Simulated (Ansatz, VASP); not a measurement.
# CuI in VASP and in Ansatz

```
CELL_PARAMETERS angstrom
3.83767 0.06101 0.00000
-0.07573 3.83741 0.00000
0.00000 0.00000 23.80000
ATOMIC_POSITIONS crystal
Cu 0.50000 0.50000 0.29412
I 0.00000 0.00000 0.29412
```

Alike in both runs: functional PBE; k mesh 4 × 4 × 1; occupations gaussian, width 0.1 eV; collinear spin.

Ansatz relaxed the structure, and its values are those at the end. VASP's run is a single point on that final structure, the one shown.

|  | VASP | Ansatz |
| --- | --- | --- |
| version | VASP 6.6.1 | Ansatz 0.2.0 |
| potentials or method | VASP PAW PBE potentials, release 64 (Cu, I), cutoff 520 eV | scalar-relativistic, plane waves, PAW |
| valence electrons in the cell | 18 | 36 |

```tsv
	VASP	Ansatz	Ansatz less VASP
gap on the k mesh at the Fermi level (eV)	none	none	-
net moment per atom (μB)	0.00	0.00	0.000
```

A gap of «none» marks a metal or a gap that the smearing closes. VASP's potentials hold 18 valence electrons a cell and Ansatz's 36, so a difference there can come from the potentials and not from the codes. Ansatz's warnings: seeded moment not kept, slab cell height set.

The k mesh is coarse, so the values compare programs but aren't converged. Spin-orbit coupling is off throughout.
